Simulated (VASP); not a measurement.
A run of VASP 6.6.1:

INCAR

```
PREC = Accurate
ENCUT = 520
EDIFF = 1E-6
ISMEAR = 0
SIGMA = 0.1
LREAL = F
LASPH = T
NELM = 100
ALGO = Normal
ISIF = 2
LWAVE = F
LCHARG = F
GGA = PE
NBANDS = 21
```

The input KPOINTS:

```
regular mesh
0
Gamma
  6 6 6
```

POSCAR

```
Al2BAs3
1.0
    2.7480969600      1.5866145200      4.0176077300
   -2.7480969600      1.5866145200      4.0176077300
    0.0000000000     -3.1732290400      4.0176077300
Al B As
2 1 3
Direct
    0.3711514800      0.3711514800      0.3711514800
    0.6288485200      0.6288485200      0.6288485200
    0.0000000000      0.0000000000      0.0000000000
    0.5000000000      0.0000000000      0.0000000000
    0.0000000000      0.5000000000      0.0000000000
    0.0000000000      0.0000000000      0.5000000000
```

Potentials or basis: VASP PAW PBE potentials, release 64 (Al, B, As).

Command:

```bash
$ cat potpaw_PBE.64/Al/POTCAR potpaw_PBE.64/B/POTCAR potpaw_PBE.64/As/POTCAR > POTCAR
$ mpirun -np 1 vasp_std > vasp.out
```

Hardware: 1 thread of Intel(R) Xeon(R) Platinum 8488C (Sapphire Rapids) (shared host).

**Question.** How long does it take, and how much memory?

**Answer.** Wall time 66 s on 1 thread of Intel(R) Xeon(R) Platinum 8488C (Sapphire Rapids), on a shared host, peak memory 0.27 GiB. Counts: scf iterations 12, k points 32.
